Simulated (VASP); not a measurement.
# TaSi4W (F-43m) in VASP: notebook, part 2 of 2

VASP 6.6.1.

## Step 3: Single point, PBE

This run uses another cell than the first one, of 13.63 Å³/atom.

Contents of INCAR:

```
PREC = Accurate ; ENCUT = 500
EDIFF = 1E-6 ; ISMEAR = 0
SIGMA = 0.2 ; LREAL = False
LASPH = True ; NELM = 120
ALGO = Normal ; ISIF = 2
LWAVE = False ; LCHARG = True
GGA = PE ; LELF = True
LVHAR = True ; NBANDS = 30
GGA_COMPAT = False
```

Contents of KPOINTS:

```
Automatic mesh
0
Gamma
  4 4 4
```

Contents of POSCAR:

```
TaSi4W
1.0
    0.0000000000      3.4450071733      3.4450071733
    3.4450071733      0.0000000000      3.4450071733
    3.4450071733      3.4450071733      0.0000000000
Ta Si W
1 4 1
Direct
    0.2500000000      0.2500000000      0.2500000000
    0.3755695811      0.8748101396      0.8748101396
    0.8748101396      0.8748101396      0.3755695811
    0.8748101396      0.8748101396      0.8748101396
    0.8748101396      0.3755695811      0.8748101396
    0.5000000000      0.5000000000      0.5000000000
```

Potentials or basis: VASP PAW PBE potentials, release 64 (Ta_pv, Si, W_sv).

Command:

```sh
> cat potpaw_PBE.64/Ta_pv/POTCAR potpaw_PBE.64/Si/POTCAR potpaw_PBE.64/W_sv/POTCAR > POTCAR
> mpirun -np 1 vasp_std > vasp.out
```

OUTCAR:

```text
PREC = Accurate
   ENCUT = 500
   EDIFF = 1E-6
   ISMEAR = 0
   LREAL = False
   LASPH = True
   NELM = 120
   ISIF = 2
   GGA = PE

 ion  position               nearest neighbor table
   1  0.250  0.250  0.250-   3 2.86   5 2.86   2 2.86   3 2.86   2 2.86   5 2.86   4 2.86   4 2.86
                             4 2.86   2 2.86   3 2.86   5 2.86   6 2.98   6 2.98   6 2.98   6 2.98
   2  0.376  0.875  0.875-   3 2.43   4 2.43   5 2.43   5 2.44   3 2.44   4 2.44   6 2.86   6 2.86
                             6 2.86   1 2.86   1 2.86   1 2.86
   3  0.875  0.875  0.376-   2 2.43   4 2.43   5 2.43   5 2.44   2 2.44   4 2.44   6 2.86   6 2.86
                             6 2.86   1 2.86   1 2.86   1 2.86
   4  0.875  0.875  0.875-   2 2.43   3 2.43   5 2.43   2 2.44   5 2.44   3 2.44   6 2.86   6 2.86
                             6 2.86   1 2.86   1 2.86   1 2.86
   5  0.875  0.376  0.875-   2 2.43   3 2.43   4 2.43   2 2.44   3 2.44   4 2.44   6 2.86   6 2.86
                             6 2.86   1 2.86   1 2.86   1 2.86
   6  0.500  0.500  0.500-   2 2.86   3 2.86   5 2.86   4 2.86   4 2.86   4 2.86   2 2.86   3 2.86
                             2 2.86   3 2.86   5 2.86   5 2.86   1 2.98   1 2.98   1 2.98   1 2.98

  LATTYP: Found a face centered cubic cell.
 ALAT       =     6.8900143466

  Lattice vectors:

 A1 = (   0.0000000000,   3.4450071733,   3.4450071733)
 A2 = (   3.4450071733,   0.0000000000,   3.4450071733)
 A3 = (   3.4450071733,   3.4450071733,   0.0000000000)

Analysis of symmetry for initial positions (statically):
=====================================================================
 Subroutine PRICEL returns:
 Original cell was already a primitive cell.

 Routine SETGRP: Setting up the symmetry group for a
 face centered cubic supercell.

 Subroutine GETGRP returns: Found 24 space group operations
 (whereof 24 operations were pure point group operations)
 out of a pool of 48 trial point group operations.

The static configuration has the point symmetry T_d .

Analysis of symmetry for dynamics (positions and initial velocities):
=====================================================================
 Subroutine PRICEL returns:
 Original cell was already a primitive cell.
[... 124 lines left out ...]
   GGA     = PE    functional components
   LHFCALC =     F    Hartree Fock is set to
   AEXX    =    0.0000 exact exchange contribution
   IVDW    =     0    specifies the selected vdW correction
   LEPSILON=     F    determine dielectric tensor
   LRPA    =     F    only Hartree local field effects (RPA)
 non-spin polarized calculation
 Gauss-broadening in eV      SIGMA  =   0.20
  energy-cutoff  :      500.00
  volume of cell :       81.77
 maximum number of plane-waves:      2120
   NGX = 17   NGY = 17   NGZ = 17

 number of electron      41.0000003 magnetization

 Free energy of the ion-electron system (eV)
  ---------------------------------------------------
  ext. energy  EPLUGINS =         0.00000000
  ---------------------------------------------------
  free energy    TOTEN  =       -44.45326210 eV

  energy without entropy =      -44.34652118  energy(sigma->0) =      -44.39989164

 E-fermi :  11.3461     XC(G=0): -12.4400

 val. band max:       11.2766185160   @ k =   0.5000   0.2500   0.0000
 cond. band min:      11.3678089415   @ k =   0.2500   0.2500   0.0000
 fundamental gap:      0.0911904255
 Fermi energy:        11.3461105035

 k-point     1 :       0.0000    0.0000    0.0000
  band No.  band energies     occupation
      1     -62.9901      2.00000
      2     -27.2120      2.00000
      3     -27.2120      2.00000
      4     -27.2120      2.00000
      5     -23.3778      2.00000
      6     -23.3778      2.00000
[... 253 lines left out ...]
     29      15.5774      0.00000
     30      17.5199      0.00000

------------------------ aborting loop because EDIFF is reached ----------------------------------------

  FORCE on cell =-STRESS in cart. coord.  units (eV):
  Direction    XX          YY          ZZ          XY          YZ          ZX
  --------------------------------------------------------------------------------------
  -------------------------------------------------------------------------------------
  Total       -0.2259128     -0.2259128     -0.2259128      0.0000000      0.0000000      0.0000000
  in kB       -4.4264048     -4.4264048     -4.4264048      0.0000000      0.0000000      0.0000000
  external PRESSURE =      -4.4264048 kB  Pullay stress =       0.0000000 kB

 VOLUME and BASIS-vectors are now :
 -----------------------------------------------------------------------------
  energy-cutoff  :      500.00
  volume of cell :       81.77
      direct lattice vectors                 reciprocal lattice vectors
     0.000000000  3.445007173  3.445007173    -0.145137579  0.145137579  0.145137579
     3.445007173  0.000000000  3.445007173     0.145137579 -0.145137579  0.145137579
     3.445007173  3.445007173  0.000000000     0.145137579  0.145137579 -0.145137579

 POSITION                                       TOTAL-FORCE (eV/Angst)
 -----------------------------------------------------------------------------------
      1.72250      1.72250      1.72250         0.000000      0.000000      0.000000
      6.02745      4.30757      4.30757        -0.027384      0.027384      0.027384
      4.30757      4.30757      6.02745         0.027384      0.027384     -0.027384
      6.02745      6.02745      6.02745        -0.027384     -0.027384     -0.027384
      4.30757      6.02745      4.30757         0.027384     -0.027384      0.027384
      3.44501      3.44501      3.44501         0.000000      0.000000      0.000000
 -----------------------------------------------------------------------------------
    total drift:                                0.000000      0.000000      0.000000

  FREE ENERGIE OF THE ION-ELECTRON SYSTEM (eV)
  ---------------------------------------------------
  free  energy   TOTEN  =       -44.4532621005 eV

  energy  without entropy=      -44.3465211761  energy(sigma->0) =      -44.39989164
```

stdout:

```text
POSCAR found type information on POSCAR TaSiW
 POSCAR found :  3 types and       6 ions
 scaLAPACK will be used
 LDA part: xc-table for (Slater+PW92), standard interpolation
 POSCAR, INCAR and KPOINTS ok, starting setup
 FFT: planning ... GRIDC
 FFT: planning ... GRID_SOFT
 FFT: planning ... GRID
 WAVECAR not read
 entering main loop
```

Wall time 16 s (1 thread of Intel Xeon Platinum 8488C (Sapphire Rapids), shared host); peak memory 0.21 GiB.

Results:

| Item | Value |
| --- | --- |
| Free energy | -44.4533 eV |
| Pressure | -0.4 GPa |
| Largest force | 0.047 eV/Å |
| Band gap on the k mesh | zero (an odd number of electrons rules out a gap without spin polarisation) |

Forces in eV/Å, atoms in the order of the input:
```
Ta   0.000  0.000  0.000
Si  -0.027  0.027  0.027
Si   0.027  0.027 -0.027
Si  -0.027 -0.027 -0.027
Si   0.027 -0.027  0.027
W    0.000  0.000  0.000
```

Caveat: the k points lie up to 0.39 Å⁻¹ apart, too coarse for converged energies and pressures of a metal; spin-orbit coupling is left out, which moves the levels of the heavy elements; an odd number of electrons without spin polarisation forces a metal; a magnetic or distorted state may lie lower.

The gap in the log of VASP goes by the Fermi energy; the results here count the filled bands.